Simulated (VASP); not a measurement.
A run of VASP 6.6.1 is set up as follows.

The input INCAR:

```
PREC = Accurate ; ENCUT = 600
EDIFF = 1E-6 ; ISMEAR = 0
SIGMA = 0.1 ; LREAL = False
LASPH = True ; NELM = 100
ALGO = Normal ; ISIF = 3
LWAVE = False ; LCHARG = False
GGA = PE ; IBRION = 2
NSW = 90 ; EDIFFG = -0.025
```

File KPOINTS:

```
regular mesh
0
Gamma
  12 12 6
```

File POSCAR:

```
NiSbH
1.0
    4.2921079692      0.0000000000      0.0000000000
   -2.1460539846      3.7170745371      0.0000000000
    0.0000000000      0.0000000000      4.7746573373
Ni Sb H
2 2 2
Direct
    1.0000000000      1.0000000000      1.0000000000
    1.0000000000      1.0000000000      0.5000000000
    0.3333333333      0.6666666667      0.2500000000
    0.6666666667      0.3333333333      0.7500000000
    0.3333333333      0.6666666667      0.7500000000
    0.6666666667      0.3333333333      0.2500000000
```

Potentials or basis: VASP PAW PBE potentials, release 64 (Ni, Sb, H).

Launch:

```bash
$ cat potpaw_PBE.64/Ni/POTCAR potpaw_PBE.64/Sb/POTCAR potpaw_PBE.64/H/POTCAR > POTCAR
$ mpirun -np 1 vasp_std > vasp.out
```

(1) Predict the band gap on the k mesh.

(2) Estimate the relaxed volume.

(3) What does it give for the space group after relaxing (to 0.05 Å)?

## Answers

(1) zero (band 16 reaches 10.33 eV, above the bottom of band 17 at 8.44 eV).

(2) 12.74 Å³/atom.

(3) P6_3/mmc (No. 194).

Caveat: spin-orbit coupling is left out, which moves the levels of the heavy elements.
